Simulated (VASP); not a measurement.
A run of VASP 6.6.1:

Contents of POSCAR:

```
CdSe
1.0
    0.0000000000      2.8739580000      2.8739580000
    2.8739580000      0.0000000000      2.8739580000
    2.8739580000      2.8739580000      0.0000000000
Cd Se
1 1
Direct
    0.0000000000      0.0000000000      0.0000000000
    0.5000000000      0.5000000000      0.5000000000
```

The input INCAR.step1:

```
ALGO = Normal
EDIFF = 1E-5
ENCUT = 600
GGA = PE
ISMEAR = -1
LASPH = True
LCHARG = False
LREAL = False
LWAVE = True
NBANDS = 16
NELM = 100
PREC = Accurate
SIGMA = 0.05
```

Contents of INCAR.step2:

```
AEXX = 0.25
ALGO = Normal
EDIFF = 1E-7
EDIFFG = -0.01
ENCUT = 600
GGA = PS
IBRION = 2
ISIF = 3
ISMEAR = -1
ISTART = 1
LASPH = True
LCHARG = False
LHFCALC = True
LREAL = False
LWAVE = False
NELM = 100
NSW = 60
PREC = Accurate
PRECFOCK = Normal
SIGMA = 0.05
```

File KPOINTS:

```
k-points
0
Gamma
  4 4 4
```

Potentials or basis: VASP PAW PBE potentials, release 64 (Cd, Se).

The run is started by

```console
$ cat potpaw_PBE.64/Cd/POTCAR potpaw_PBE.64/Se/POTCAR > POTCAR
$ cp INCAR.step1 INCAR
$ mpirun -np 1 vasp_std > vasp.out
$ cp INCAR.step2 INCAR
$ mpirun -np 1 vasp_std > vasp.out
```

Hardware: 1 thread of Oxide Virtual Turin-like Processor, with other jobs on the host.

**Question.** Estimate the wall time of this run.

**Answer.** Wall time 52 min on 1 thread of Oxide Virtual Turin-like Processor, on a shared host, peak memory 0.19 GiB. Counts: k points 8, ion steps 3.
